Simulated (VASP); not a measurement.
Crystal: CdNiSe3.

```
Cd Ni Se
1.0
     4.85842    0.00000    0.00000
     0.00000    4.85842    0.00000
     0.00000    0.00000    4.85842
Cd Ni Se
1 1 3
Cartesian
  2.4292 2.4292 2.4292
  0.0000 0.0000 0.0000
  2.4292 0.0000 0.0000
  0.0000 2.4292 0.0000
  0.0000 0.0000 2.4292
```

- Program: VASP 6.6.1
- Task: relaxation of cell and atoms
- Functional: PBE
- Potentials or basis: VASP PAW PBE potentials, release 64 (Cd, Ni, Se)
- Cutoff: 600 eV
- k mesh: 8 × 8 × 8
- Occupations: gaussian, width 0.1 eV
- Spin: no spin polarisation

At the start: pressure -3.2 GPa; volume 22.94 Å³/atom.

Question: Where does the relaxation end?

Answer: Over 3 steps the energy falls by 12.9 meV/atom and the volume is 21.70 Å³/atom (-5.4 %); space group Pm-3m (No. 221, to 0.05 Å).

The path:
```
step  energy change (eV)  largest force (eV/Å)  pressure (GPa)  volume (Å³)
   1              0.0000                0.0000           -3.17       114.68
   2             -0.0619                0.0000            0.74       107.31
   3             -0.0646                0.0000            0.01       108.49
```

Final structure:
```
Cd Ni Se
1.0
     4.76936    0.00000    0.00000
     0.00000    4.76936    0.00000
     0.00000    0.00000    4.76936
Cd Ni Se
1 1 3
Direct
  0.50000 0.50000 0.50000
  0.00000 0.00000 0.00000
  0.50000 0.00000 0.00000
  0.00000 0.50000 0.00000
  0.00000 0.00000 0.50000
```

Caveat: the run has no spin polarisation, though such a crystal can be magnetic.
